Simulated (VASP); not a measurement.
# TiC in VASP: settings compared, part 2 of 3

VASP 6.6.1. Earlier steps stand in the parts before.

### Step 3. Single point, PBEsol

This run uses another cell than the first one, of 9.95 Å³/atom, 1.021 times its volume.

INCAR

```
SYSTEM = TiC
PREC     = Accurate       ! precision mode
ENCUT    = 520            ! plane-wave cutoff, eV
EDIFF    = 1E-6           ! SCF threshold, eV
ISMEAR   = -1             ! smearing method
SIGMA    = 0.05           ! smearing width, eV
LREAL    = .FALSE.        ! projectors in reciprocal space
LASPH    = .TRUE.         ! aspherical terms in the spheres
NELM     = 80             ! most SCF steps
ALGO     = Normal         ! electronic algorithm
ISIF     = 2              ! what is computed and relaxed
LWAVE    = .FALSE.        ! write WAVECAR
LCHARG   = .FALSE.        ! write CHGCAR
GGA      = PS             ! functional
NBANDS   = 15             ! bands
```

KPOINTS

```
Automatic mesh
0
G
  11 11 11
  0 0 0
```

POSCAR

```
TiC
1.0
    0.0000000000      2.1657188437      2.1224044668
    2.1657188437      0.0000000000      2.1224044668
    2.1657188437      2.1657188437      0.0000000000
Ti C
1 1
Direct
    0.0000000000      0.0000000000      0.0000000000
    0.5000000000      0.5000000000      0.5000000000
```

Potentials or basis: VASP PAW PBE potentials, release 64 (Ti_sv, C).

The run is started by

```console
> cat potpaw_PBE.64/Ti_sv/POTCAR potpaw_PBE.64/C/POTCAR > POTCAR
> mpirun -np 1 vasp_std > vasp.out
```

OUTCAR:

```text
SYSTEM = TiC
   PREC = Accurate
   ENCUT = 520
   EDIFF = 1E-6
   ISMEAR = -1
   LREAL = .FALSE.
   LASPH = .TRUE.
   NELM = 80
   ISIF = 2
   GGA = PS

 ion  position               nearest neighbor table
   1  0.000  0.000  0.000-   2 2.12   2 2.12   2 2.17   2 2.17   2 2.17   2 2.17
   2  0.500  0.500  0.500-   1 2.12   1 2.12   1 2.17   1 2.17   1 2.17   1 2.17

  LATTYP: Found a body centered tetragonal cell.
 ALAT       =     3.0627889610
 C/A-ratio  =     1.3859292911

  Lattice vectors:

 A1 = (   0.0000000000,  -2.1657188437,  -2.1224044668)
 A2 = (   0.0000000000,   2.1657188437,  -2.1224044668)
 A3 = (   2.1657188437,   0.0000000000,   2.1224044668)

Analysis of symmetry for initial positions (statically):
=====================================================================
 Subroutine PRICEL returns:
 Original cell was already a primitive cell.

 Routine SETGRP: Setting up the symmetry group for a
 body centered tetragonal supercell.

 Subroutine GETGRP returns: Found 16 space group operations
 (whereof 16 operations were pure point group operations)
 out of a pool of 16 trial point group operations.

The static configuration has the point symmetry D_4h.

Analysis of symmetry for dynamics (positions and initial velocities):
=====================================================================
 Subroutine PRICEL returns:
 Original cell was already a primitive cell.

 Routine SETGRP: Setting up the symmetry group for a
 body centered tetragonal supercell.

 Subroutine GETGRP returns: Found 16 space group operations
 (whereof 16 operations were pure point group operations)
 out of a pool of 16 trial point group operations.

The dynamic configuration has the point symmetry D_4h.

 Subroutine INISYM returns: Found 16 space group operations
 (whereof 16 operations are pure point group operations),
 and found     1 'primitive' translations

----------------------------------------------------------------------------------------

[... 115 lines left out ...]
  Thomas-Fermi vector in A             =   2.630677
   LORBIT       =      0    0 simple, 1 ext, 2 COOP (PROOUT), +10 PAW based schemes
   GGA     = PS    functional components
   LHFCALC =     F    Hartree Fock is set to
   AEXX    =    0.0000 exact exchange contribution
   IVDW    =     0    specifies the selected vdW correction
   LEPSILON=     F    determine dielectric tensor
   LRPA    =     F    only Hartree local field effects (RPA)
 non-spin polarized calculation
  energy-cutoff  :      520.00
  volume of cell :       19.91
 maximum number of plane-waves:       548
   NGX = 11   NGY = 11   NGZ = 11

 number of electron      16.0000002 magnetization

 Free energy of the ion-electron system (eV)
  ---------------------------------------------------
  ext. energy  EPLUGINS =         0.00000000
  ---------------------------------------------------
  free energy    TOTEN  =       -19.79547245 eV

  energy without entropy =      -19.79300712  energy(sigma->0) =      -19.79423978

 E-fermi :   9.5821     XC(G=0): -12.9646

 val. band max:        9.5624795600   @ k =   0.4545   0.0000   0.4545
 cond. band min:       9.5960184481   @ k =   0.3636   0.2727   0.0000
 fundamental gap:      0.0335388881
 Fermi energy:         9.5821365297

 k-point     1 :       0.0000    0.0000    0.0000
  band No.  band energies     occupation
      1     -46.7310      2.00000
      2     -22.8547      2.00000
      3     -22.8547      2.00000
      4     -22.8310      2.00000
      5      -2.9216      2.00000
      6      10.1603      0.00002
      7      10.1603      0.00002
      8      10.3141      0.00000
      9      11.2313      0.00000
     10      11.2427      0.00000
     11      11.2427      0.00000
     12      11.3264      0.00000
     13      11.3753      0.00000
     14      20.3281      0.00000
[... 401 lines left out ...]
      2     -23.1421      2.00000
      3     -22.9518      2.00000
      4     -22.8818      2.00000
      5      -1.1873      2.00000
      6       6.2662      2.00000
      7       7.3533      2.00000
      8       7.6330      2.00000
      9      11.0515      0.00000
     10      12.2912      0.00000
     11      13.1367      0.00000
     12      14.1630      0.00000
     13      16.8451      0.00000
     14      21.4363      0.00000
     15      23.3211      0.00000

 [... further k-points ...]
[... 5 lines left out ...]
  --------------------------------------------------------------------------------------
  -------------------------------------------------------------------------------------
  Total       -0.5126296     -0.5126296      0.5845979      0.0000000      0.0000000      0.0000000
  in kB      -41.2526641    -41.2526641     47.0441382      0.0000000      0.0000000      0.0000000
  external PRESSURE =     -11.8203967 kB  Pullay stress =       0.0000000 kB

 VOLUME and BASIS-vectors are now :
 -----------------------------------------------------------------------------
  energy-cutoff  :      520.00
  volume of cell :       19.91
      direct lattice vectors                 reciprocal lattice vectors
     0.000000000  2.165718844  2.122404467    -0.230870227  0.230870227  0.235581864
     2.165718844  0.000000000  2.122404467     0.230870227 -0.230870227  0.235581864
     2.165718844  2.165718844  0.000000000     0.230870227  0.230870227 -0.235581864

 POSITION                                       TOTAL-FORCE (eV/Angst)
 -----------------------------------------------------------------------------------
      0.00000      0.00000      0.00000         0.000000     -0.000000      0.000000
      2.16572      2.16572      2.12240        -0.000000      0.000000     -0.000000
 -----------------------------------------------------------------------------------
    total drift:                                0.000000     -0.000000     -0.000000

  FREE ENERGIE OF THE ION-ELECTRON SYSTEM (eV)
  ---------------------------------------------------
  free  energy   TOTEN  =       -19.7954724498 eV

  energy  without entropy=      -19.7930071160  energy(sigma->0) =      -19.79423978
```

OSZICAR:

```text
N       E                     dE             d eps       ncg     rms          rms(c)
DAV:   1     0.117723158455E+03    0.11772E+03   -0.79570E+03  3780   0.127E+03
DAV:   2    -0.177101731544E+02   -0.13543E+03   -0.12681E+03  4074   0.335E+02
DAV:   3    -0.249312617106E+02   -0.72211E+01   -0.70915E+01  4865   0.766E+01
DAV:   4    -0.251628651008E+02   -0.23160E+00   -0.23136E+00  4730   0.126E+01
DAV:   5    -0.251686046543E+02   -0.57396E-02   -0.57373E-02  4863   0.183E+00    0.188E+01
DAV:   6    -0.203391187470E+02    0.48295E+01   -0.11076E+01  5379   0.561E+01    0.659E+00
DAV:   7    -0.198339820623E+02    0.50514E+00   -0.18635E+00  4469   0.193E+01    0.513E+00
DAV:   8    -0.197999917286E+02    0.33990E-01   -0.11460E-01  4370   0.410E+00    0.279E+00
DAV:   9    -0.197997985498E+02    0.19318E-03   -0.76026E-02  5002   0.324E+00    0.899E-01
DAV:  10    -0.197969536900E+02    0.28449E-02   -0.98230E-03  4917   0.147E+00    0.591E-01
DAV:  11    -0.197955052644E+02    0.14484E-02   -0.29386E-03  4417   0.756E-01    0.820E-02
DAV:  12    -0.197954751344E+02    0.30130E-04   -0.24760E-04  4326   0.173E-01    0.337E-02
DAV:  13    -0.197954725962E+02    0.25383E-05   -0.12116E-05  4830   0.311E-02    0.470E-03
DAV:  14    -0.197954724498E+02    0.14631E-06   -0.34119E-07  3020   0.811E-03
   1 F= -.19795472E+02 E0= -.19794240E+02  d E =-.246533E-02
```

stdout:

```text
POSCAR found type information on POSCAR TiC
 POSCAR found :  2 types and       2 ions
 scaLAPACK will be used
 -----------------------------------------------------------------------------
|                                                                             |
|                                                                             |
|     You enforced a specific xc type in the INCAR file but a different       |
|     I HOPE YOU KNOW WHAT YOU ARE DOING!                                     |
|                                                                             |
 -----------------------------------------------------------------------------

 LDA part: xc-table for (Slater+PW92), standard interpolation
 POSCAR, INCAR and KPOINTS ok, starting setup
 FFT: planning ... GRIDC
 FFT: planning ... GRID_SOFT
 FFT: planning ... GRID
 WAVECAR not read
 entering main loop
```

It took 22 s on 1 thread of Intel Xeon 6975P-C, shared host; peak memory 0.17 GiB.

What came out:

| Quantity | Value |
| --- | --- |
| Free energy | -19.7955 eV |
| Pressure | -1.2 GPa |
| Band gap on the k mesh | zero (band 8 reaches 10.31 eV, above the bottom of band 9 at 8.99 eV) |

Stress tensor (GPa, compression positive):
```
-4.13  0.00  0.00
 0.00 -4.13  0.00
 0.00  0.00  4.70
```

Levels at points of the mesh, in eV from the Fermi level:
```tsv
k point	band 4	band 5	band 6	band 7	band 8	band 9	band 10	band 11	band 12	band 13
(0.00, 0.00, 0.00)	-32.41	-12.50	0.58	0.58	0.73	1.65	1.66	1.66	1.74	1.79
```

Caveat: the PAW data sets were made with another functional, which shifts forces and pressure a little.

### Step 4. Single point, PBE

This run uses another cell than the first one, of 10.06 Å³/atom, 1.031 times its volume.

INCAR

```
SYSTEM = TiC
ALGO = Normal
EDIFF = 1E-6
ENCUT = 520
GGA = PE
ISIF = 2
ISMEAR = -1
LASPH = .TRUE.
LCHARG = .FALSE.
LREAL = .FALSE.
LWAVE = .FALSE.
NBANDS = 15
NELM = 80
PREC = Accurate
SIGMA = 0.05
```

KPOINTS

```
k-points
0
G
  11 11 11
  0 0 0
```

POSCAR

```
TiC
1.0
    0.0000000000      2.1657188437      2.1440616553
    2.1657188437      0.0000000000      2.1440616553
    2.1657188437      2.1657188437      0.0000000000
Ti C
1 1
Direct
    0.0000000000      0.0000000000      0.0000000000
    0.5000000000      0.5000000000      0.5000000000
```

The run is started by

```console
> cat potpaw_PBE.64/Ti_sv/POTCAR potpaw_PBE.64/C/POTCAR > POTCAR
> mpirun -np 1 vasp_std > vasp.out
```

Wall time 55 s (1 thread of Intel Xeon 8259CL, shared host); peak memory 0.17 GiB.

It converged, with:

| Quantity | Value |
| --- | --- |
| Free energy | -18.7062 eV |
| Pressure | 3.1 GPa |
| Band gap on the k mesh | zero (band 8 reaches 10.28 eV, above the bottom of band 9 at 9.05 eV) |

Stress tensor (GPa, compression positive):
```
1.71 0.00 0.00
0.00 1.71 0.00
0.00 0.00 5.97
```

Levels at points of the mesh, in eV from the Fermi level:
```tsv
k point	band 6	band 7	band 8	band 9	band 10	band 11
(0.00, 0.00, 0.00)	0.61	0.61	0.69	1.62	1.62	1.64
```

[end of part 2 of 3]
